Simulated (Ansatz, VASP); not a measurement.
# One calculation of HfO2, two programs

```
Hf O
1.0
     3.25221    0.00000    0.00000
    -1.62611    2.81650    0.00000
     0.00000    0.00000    5.60170
Hf O
1 2
Direct
  0.00000 0.00000 0.00000
  0.33333 0.66667 0.17312
  0.66667 0.33333 0.82688
```

Alike in both runs: task single point; functional PBEsol; k mesh 12 × 12 × 6; occupations gaussian, width 0.05 eV; no spin polarisation.

|  | VASP | Ansatz |
| --- | --- | --- |
| version | VASP 6.6.1 | Ansatz 0.2.0 |
| potentials or method | VASP PAW PBE potentials, release 64 (Hf_pv, O), cutoff 520 eV | scalar-relativistic, plane waves, PAW |
| valence electrons in the cell | 22 | 38 |

|  | VASP | Ansatz | Ansatz less VASP |
| --- | --- | --- | --- |
| gap on the k mesh at the Fermi level (eV) | 4.70 | 4.69 | -0.010 |
| least direct gap on the mesh (eV) | 4.93 | 4.93 | -0.010 |
| pressure (GPa) | -6.1 | -4.2 | +1.89 |
| traceless stress, the component that is largest in VASP (GPa) | 2.74 | 2.09 | -0.649 |
| rms of the force components (eV/Å) | 0.250 | 0.163 | -0.0878 |

VASP's potentials were made for PBE, not for PBEsol. Atom by atom the forces differ by 0.088 eV/Å (rms over components). VASP's potentials hold 22 valence electrons a cell and Ansatz's 38, so a difference there can come from the potentials and not from the codes.

Spin-orbit coupling is off throughout.
